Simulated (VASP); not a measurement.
# Nb (I4/mmm) in VASP: single point with PBE

Aim: the single point of Nb with PBE.

Everything below comes from runs of VASP 6.6.1. Logs are shortened: lines on timing, memory, paths and dates and some standing lists are left out, and cuts for length are marked.

## 1. The cell of the first run

The structure is tetragonal, space group I4/mmm (No. 139). Conventional cell: a = 3.158 Å, b = 3.158 Å, c = 3.796 Å, α = 90.00°, β = 90.00°, γ = 90.00°. Within 3.9 Å of Nb (site symmetry 4/mmm) lie 14 Nb at 2.93 to 3.80 Å.

## 2. Single point, PBE

INCAR reads:

```
SYSTEM = Nb
PREC = Accurate
ENCUT = 520
EDIFF = 1E-6
ISMEAR = 0
SIGMA = 0.15
LREAL = .False.
LASPH = .True.
NELM = 100
ALGO = Fast
ISIF = 2
LWAVE = .False.
LCHARG = .False.
GGA = PE
NBANDS = 12
```

KPOINTS reads:

```
regular mesh
0
Gamma
  22 22 22
  0 0 0
```

POSCAR reads:

```
Nb
1.0
    0.0000000000      2.2327361110      1.8978256944
    2.2327361110      0.0000000000      1.8978256944
    2.2327361110      2.2327361110      0.0000000000
Nb
1
Direct
    0.0000000000      0.0000000000      0.0000000000
```

Potentials or basis: VASP PAW PBE potentials, release 64 (Nb_sv).

The run is started by

```
$ cat potpaw_PBE.64/Nb_sv/POTCAR > POTCAR
$ mpirun -np 1 vasp_std > vasp.out
```

OUTCAR:

```text
SYSTEM = Nb
   PREC = Accurate
   ENCUT = 520
   EDIFF = 1E-6
   ISMEAR = 0
   LREAL = .False.
   LASPH = .True.
   NELM = 100
   ISIF = 2
   GGA = PE

 ion  position               nearest neighbor table
   1  0.000  0.000  0.000-

  LATTYP: Found a body centered tetragonal cell.
 ALAT       =     3.1575656894
 C/A-ratio  =     1.2020815280

  Lattice vectors:

 A1 = (   0.0000000000,  -2.2327361110,  -1.8978256944)
 A2 = (   0.0000000000,   2.2327361110,  -1.8978256944)
 A3 = (   2.2327361110,   0.0000000000,   1.8978256944)

Analysis of symmetry for initial positions (statically):
=====================================================================
 Subroutine PRICEL returns:
 Original cell was already a primitive cell.

 Routine SETGRP: Setting up the symmetry group for a
 body centered tetragonal supercell.

 Subroutine GETGRP returns: Found 16 space group operations
 (whereof 16 operations were pure point group operations)
 out of a pool of 16 trial point group operations.

The static configuration has the point symmetry D_4h.

Analysis of symmetry for dynamics (positions and initial velocities):
=====================================================================
 Subroutine PRICEL returns:
 Original cell was already a primitive cell.

 Routine SETGRP: Setting up the symmetry group for a
 body centered tetragonal supercell.

 Subroutine GETGRP returns: Found 16 space group operations
 (whereof 16 operations were pure point group operations)
 out of a pool of 16 trial point group operations.

The dynamic configuration has the point symmetry D_4h.

 Subroutine INISYM returns: Found 16 space group operations
 (whereof 16 operations are pure point group operations),
 and found     1 'primitive' translations

----------------------------------------------------------------------------------------

                                     Primitive cell

  volume of cell :      18.9217

  direct lattice vectors                    reciprocal lattice vectors
     0.000000000  2.232736111  1.897825694    -0.223940482  0.223940482  0.263459390
     2.232736111  0.000000000  1.897825694     0.223940482 -0.223940482  0.263459390
     2.232736111  2.232736111  0.000000000     0.223940482  0.223940482 -0.263459390

  length of vectors
     2.930333242  2.930333242  3.157565689     0.411958164  0.411958164  0.411958164

  position of ions in fractional coordinates (direct lattice)
     0.000000000  0.000000000  0.000000000

  ion indices of the primitive-cell ions
   primitive index   ion index
                 1           1

----------------------------------------------------------------------------------------

 KPOINTS: regular mesh

Automatic generation of k-mesh.
 Grid dimensions read from file:
 generate k-points for:   22   22   22

 Generating k-lattice:

  Cartesian coordinates                     Fractional coordinates (reciprocal lattice)
    -0.010179113  0.010179113  0.011975427     0.045454545 -0.000000000  0.000000000
     0.010179113 -0.010179113  0.011975427    -0.000000000  0.045454545  0.000000000
     0.010179113  0.010179113 -0.011975427     0.000000000  0.000000000  0.045454545

  Length of vectors
     0.018725371  0.018725371  0.018725371

  Shift w.r.t. Gamma in fractional coordinates (k-lattice)
     0.000000000  0.000000000  0.000000000

 Subroutine IBZKPT returns following result:
 ===========================================

 Found    834 irreducible k-points:

 Following reciprocal coordinates:
            Coordinates               Weight
  0.000000  0.000000  0.000000      1.000000
  0.045455  0.000000  0.000000      8.000000
  0.090909  0.000000  0.000000      8.000000
  0.136364  0.000000  0.000000      8.000000
  0.181818 -0.000000  0.000000      8.000000
  0.227273  0.000000  0.000000      8.000000
[... 16 lines left out ...]
  0.500000  0.045455  0.000000      8.000000
 -0.454545  0.045455  0.000000      8.000000
 [... further k-points ...]
   k-points           NKPTS =    834   k-points in BZ     NKDIM =    834   number of bands    NBANDS=     12
   number of dos      NEDOS =    301   number of ions     NIONS =      1
   total plane-waves  NPLWV =  13824
   dimension x,y,z NGX =    24 NGY =   24 NGZ =   24
   dimension x,y,z NGXF=    48 NGYF=   48 NGZF=   48
   ions per type =               1
   NGX,Y,Z   is equivalent  to a cutoff of  13.62, 13.62, 12.64 a.u.
   NGXF,Y,Z  is equivalent  to a cutoff of  27.23, 27.23, 25.27 a.u.
 SYSTEM =  Nb
   PREC   = accura    normal or accurate (medium, high low for compatibility)
   ISTART =      0    job   : 0-new  1-cont  2-samecut
   ICHARG =      2    charge: 1-file 2-atom 10-const
   ISPIN  =      1    spin polarized calculation?
   LNONCOLLINEAR =      F non collinear calculations
   LSORBIT =      F    spin-orbit coupling
   LASPH  =      T    aspherical Exc in radial PAW
   ENCUT  =  520.0 eV  38.22 Ry    6.18 a.u.   5.45  5.45  5.87*2*pi/ulx,y,z
   NELM   =    100;   NELMIN=  2; NELMDL= -5     # of ELM steps
   EDIFF  = 0.1E-05   stopping-criterion for ELM
   LREAL  =      F    real-space projection
   EDIFFG = 0.1E-04   stopping-criterion for IOM
   NSW    =      0    number of steps for IOM
   IBRION =     -1    ionic relax: 0-MD 1-quasi-New 2-CG
   NFREE  =      0    steps in history (QN), initial steepest desc. (CG)
   ISIF   =      2    stress and relaxation
   ISYM   =      2    0-nonsym 1-usesym 2-fastsym
   POTIM  = 0.5000    time-step for ionic-motion
   TEBEG  =    0.0;   TEEND  =   0.0 temperature during run
   PSTRESS=    0.0 pullay stress
   NELECT =      13.0000    total number of electrons
   NUPDOWN=      -1.0000    fix difference up-down
   EMIN   =  10.00;   EMAX   =-10.00  energy-range for DOS
   EFERMI =   0.00;   METHOD = LEGACY
   ISMEAR =     0;   SIGMA  =   0.15  broadening in eV -4-tet -1-fermi 0-gaus
   EFERMI_NEDOS =   21; number of points for ismear=-14 and -15
   IALGO  =     68    algorithm
   IMIX   =      4    mixing-type and parameters
     AMIX     =   0.40;   BMIX     =  1.00
     AMIX_MAG =   1.60;   BMIX_MAG =  1.00
  volume/ion in A,a.u.               =      18.92       127.69
  Fermi-wavevector in a.u.,A,eV,Ry     =   1.444560  2.729823 28.392005  2.086754
  Thomas-Fermi vector in A             =   2.562841
   LORBIT       =      0    0 simple, 1 ext, 2 COOP (PROOUT), +10 PAW based schemes
   GGA     = PE    functional components
   LHFCALC =     F    Hartree Fock is set to
   AEXX    =    0.0000 exact exchange contribution
   IVDW    =     0    specifies the selected vdW correction
   LEPSILON=     F    determine dielectric tensor
   LRPA    =     F    only Hartree local field effects (RPA)
 non-spin polarized calculation
 RMM-DIIS sequential band-by-band and
 Gauss-broadening in eV      SIGMA  =   0.15
  energy-cutoff  :      520.00
  volume of cell :       18.92
 maximum number of plane-waves:       531
 NGX is ok and might be reduce to    24
   NGX = 11   NGY = 11   NGZ = 11

 number of electron      13.0000001 magnetization

 Free energy of the ion-electron system (eV)
  ---------------------------------------------------
  ext. energy  EPLUGINS =         0.00000000
  ---------------------------------------------------
  free energy    TOTEN  =       -10.07283290 eV

  energy without entropy =      -10.05512684  energy(sigma->0) =      -10.06397987

 E-fermi :  10.6641     XC(G=0): -12.2470

 val. band max:       10.6640447525   @ k =  -0.3182   0.0455   0.1364
 cond. band min:      10.6661072215   @ k =   0.2273   0.0455   0.0000
 fundamental gap:      0.0020624690
 Fermi energy:        10.6641345958

 k-point     1 :       0.0000    0.0000    0.0000
  band No.  band energies     occupation
      1     -43.9323      2.00000
      2     -19.3312      2.00000
      3     -19.3296      2.00000
      4     -19.3296      2.00000
      5       4.6551      2.00000
      6      10.6060      1.41613
      7      10.6060      1.41613
      8      12.2465      0.00000
      9      12.2633      0.00000
     10      14.2605      0.00000
     11      23.0711      0.00000
     12      25.8979      0.00000

 k-point     2 :       0.0455    0.0000    0.0000
  band No.  band energies     occupation
      1     -43.9285      2.00000
      2     -19.3557      2.00000
      3     -19.3352      2.00000
      4     -19.3312      2.00000
      5       4.7329      2.00000
      6      10.5960      1.47925
      7      10.6364      1.20611
      8      12.2212      0.00000
      9      12.2550      0.00000
     10      14.2176      0.00000
     11      23.2241      0.00000
     12      25.9078      0.00000

 k-point     3 :       0.0909    0.0000    0.0000
  band No.  band energies     occupation
      1     -43.9174      2.00000
      2     -19.4292      2.00000
      3     -19.3518      2.00000
      4     -19.3333      2.00000
      5       4.9599      2.00000
      6      10.5543      1.69973
      7      10.7066      0.68876
      8      12.1702      0.00000
      9      12.2562      0.00000
     10      14.1052      0.00000
     11      23.6441      0.00000
     12      25.8324      0.00000
[... 286 lines left out ...]
 k-point    23 :       0.5000    0.0455    0.0000
  band No.  band energies     occupation
      1     -43.7379      2.00000
      2     -20.4937      2.00000
      3     -19.6097      2.00000
      4     -19.3828      2.00000
      5       7.1024      2.00000
      6       9.9020      2.00000
      7      11.6586      0.00000
      8      12.3089      0.00000
      9      15.0293      0.00000
     10      16.0510      0.00000
     11      21.3249      0.00000
     12      22.4966      0.00000

 k-point    24 :      -0.4545    0.0455    0.0000
  band No.  band energies     occupation
      1     -43.7406      2.00000
      2     -20.4781      2.00000
      3     -19.6030      2.00000
      4     -19.3870      2.00000
      5       7.1114      2.00000
      6       9.9141      2.00000
      7      11.5183      0.00000
      8      12.3798      0.00000
      9      15.0440      0.00000
     10      15.8585      0.00000
     11      21.4337      0.00000
     12      22.5442      0.00000

 [... further k-points ...]
[... 5 lines left out ...]
  --------------------------------------------------------------------------------------
  -------------------------------------------------------------------------------------
  Total        0.1188324      0.1188324     -1.8912095      0.0000000     -0.0000000     -0.0000000
  in kB       10.0619991     10.0619991   -160.1360520      0.0000000     -0.0000000     -0.0000000
  external PRESSURE =     -46.6706846 kB  Pullay stress =       0.0000000 kB

 VOLUME and BASIS-vectors are now :
 -----------------------------------------------------------------------------
  energy-cutoff  :      520.00
  volume of cell :       18.92
      direct lattice vectors                 reciprocal lattice vectors
     0.000000000  2.232736111  1.897825694    -0.223940482  0.223940482  0.263459390
     2.232736111  0.000000000  1.897825694     0.223940482 -0.223940482  0.263459390
     2.232736111  2.232736111  0.000000000     0.223940482  0.223940482 -0.263459390

 POSITION                                       TOTAL-FORCE (eV/Angst)
 -----------------------------------------------------------------------------------
      0.00000      0.00000      0.00000         0.000000     -0.000000      0.000000
 -----------------------------------------------------------------------------------
    total drift:                                0.000000      0.000000      0.000000

  FREE ENERGIE OF THE ION-ELECTRON SYSTEM (eV)
  ---------------------------------------------------
  free  energy   TOTEN  =       -10.0728329000 eV

  energy  without entropy=      -10.0551268420  energy(sigma->0) =      -10.06397987
```

Run time: 2 min. Hardware: 1 thread of Intel Xeon 6975P-C (Granite Rapids), shared host; peak memory 0.29 GiB.

What came out:

```
Free energy            : -10.0728 eV
Pressure               : -4.7 GPa
Band gap on the k mesh : zero (an odd number of electrons rules out a gap without spin polarisation)
```

Levels at points of the mesh, in eV from the Fermi level:
```tsv
k point	band 4	band 5	band 6	band 7	band 8	band 9
(0.00, 0.00, 0.00)	-29.99	-6.01	-0.06	-0.06	1.58	1.60
(0.50, 0.00, 0.00)	-30.03	-3.63	-0.84	1.36	1.60	4.16
(0.50, 0.50, 0.00)	-30.61	-3.79	-3.33	4.82	5.32	5.32
(0.50, 0.00, 0.50)	-30.17	-3.77	-2.72	2.82	4.37	4.48
```

Caveat: the cell stands under tension.
